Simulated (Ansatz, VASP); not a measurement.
## Two plane-wave programs on MnS

```xyz
4
Lattice="3.9536 0.0000 0.0000 -1.9768 3.4239 0.0000 0.0000 0.0000 6.3425" Properties=species:S:1:pos:R:3 pbc="T T T"
Mn    1.9768    1.1413    3.1639
Mn    0.0000    2.2826    6.3352
S     0.0000    2.2826    3.9714
S     1.9768    1.1413    0.8001
```

Alike in both runs: task single point; functional PBEsol; k mesh 7 × 7 × 4; occupations fermi-dirac, width 0.05 eV; collinear spin; fixed moment 16 μB.

|  | VASP | Ansatz |
| --- | --- | --- |
| version | VASP 6.6.1 | Ansatz 0.2.0 |
| potentials or method | VASP PAW PBE potentials, release 64 (Mn_pv, S) | Ansatz PAW |
| plane-wave cutoff (eV) | 520 | 420 |
| valence electrons in the cell | 38 | 42 |

Ansatz gave:

- rms of the force components (eV/Å): 0.091
- net moment per atom (μB): 4.00
- size of the moment on the site where the two differ most (μB): 4.57

Q: Estimate VASP's values.

A: rms of the force components (eV/Å): 0.090; net moment per atom (μB): 4.00; size of the moment on the site where the two differ most (μB): 4.92.

VASP's potentials were made for PBE, not for PBEsol. Site moments also hang on the region over which each program counts them. Atom by atom the forces differ by 0.001 eV/Å (rms over components). The functional is the same, so the differences come from potentials, cutoffs and numerics. VASP's potentials hold 38 valence electrons a cell and Ansatz's 42, so a difference there can come from the potentials and not from the codes.
